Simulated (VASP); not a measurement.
Write the native input for VASP 6.6.1 that does the following.

```
Task                   : single point
Functional             : PBEsol
Potentials or basis    : VASP PAW PBE potentials, release 64 (Al, N)
Cutoff                 : 520 eV
k mesh                 : 9 × 9 × 6
Occupations            : gaussian, width 0.02 eV
Spin                   : no spin polarisation
Dipole correction      : no
Further INCAR settings : ALGO = Normal; EDIFF = 1e-07; NBANDS = 16
```

The structure of AlN lies in POSCAR:

```
AlN
1.0
    3.0812298610      0.0000000000      0.0000000000
   -1.5406149305      2.6684233345      0.0000000000
    0.0000000000      0.0000000000      4.7810205400
Al N
2 2
Direct
    0.3333333333      0.6666666667      0.0060265167
    0.6666666667      0.3333333333      0.5060265167
    0.3333333333      0.6666666667      0.3789734833
    0.6666666667      0.3333333333      0.8789734833
```

This cell differs from its parent crystal: strained.

One way to write it, as run:

INCAR

```
PREC = Accurate
ENCUT = 520
EDIFF = 1E-7
ISMEAR = 0
SIGMA = 0.02
LREAL = F
LASPH = T
NELM = 60
ALGO = Normal
ISIF = 2
LWAVE = F
LCHARG = F
GGA = PS
NBANDS = 16
```

KPOINTS

```
regular mesh
0
Gamma
  9 9 6
```

Potentials or basis: VASP PAW PBE potentials, release 64 (Al, N).

Launch:

```console
$ cat potpaw_PBE.64/Al/POTCAR potpaw_PBE.64/N/POTCAR > POTCAR
$ mpirun -np 1 vasp_std > vasp.out
```

Results of the run:

- Pressure: 15.4 GPa
- Largest force: 1.447 eV/Å
- Band gap on the k mesh: 4.70 eV, direct

Caveat: the cell differs from its parent crystal (strained); the PAW data sets were made with another functional, which shifts forces and pressure a little.

Run time: 12 s on 1 thread of Intel(R) Xeon(R) 6975P-C (Granite Rapids), with other jobs on the host, peak memory 0.16 GiB.
